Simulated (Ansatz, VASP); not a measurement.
One calculation of Cd3In3O2, two programs

```xyz
8
Lattice="4.4434 0.0000 0.0000 0.0000 4.4434 0.0000 0.0000 0.0000 10.7866" Properties=species:S:1:pos:R:3 pbc="T T T"
Cd    0.0000    0.0000    2.3768
Cd    0.0000    0.0000    5.1504
Cd    0.0000    0.0000    7.9417
In    2.2217    0.0000   10.1175
In    0.0000    2.2217   10.1175
In    2.2217    2.2217    2.5620
O     2.2217    0.0000    1.4892
O     0.0000    2.2217    1.4892
```

Alike in both runs: functional PBE; k mesh 4 × 4 × 2; occupations gaussian, width 0.2 eV; no spin polarisation.

Ansatz relaxed the structure, and its values are those at the end. VASP's run is a single point on that final structure, the one shown.

```csv
,VASP,Ansatz
version,VASP 6.6.1,Ansatz 0.2.0
potentials or method,"VASP PAW PBE potentials, release 64 (Cd, In_d, O), cutoff 520 eV","scalar-relativistic, plane waves, PAW"
valence electrons in the cell,87,111
```

Ansatz gave:

* gap on the k mesh at the Fermi level (eV): none
* pressure (GPa): 0.0
* rms of the force components (eV/Å): 0.013

Which values does VASP return?

gap on the k mesh at the Fermi level (eV): none; pressure (GPa): 0.2; rms of the force components (eV/Å): 0.019.

A gap of «none» marks a metal or a gap that the smearing closes. VASP's potentials hold 87 valence electrons a cell and Ansatz's 111, so a difference there can come from the potentials and not from the codes.
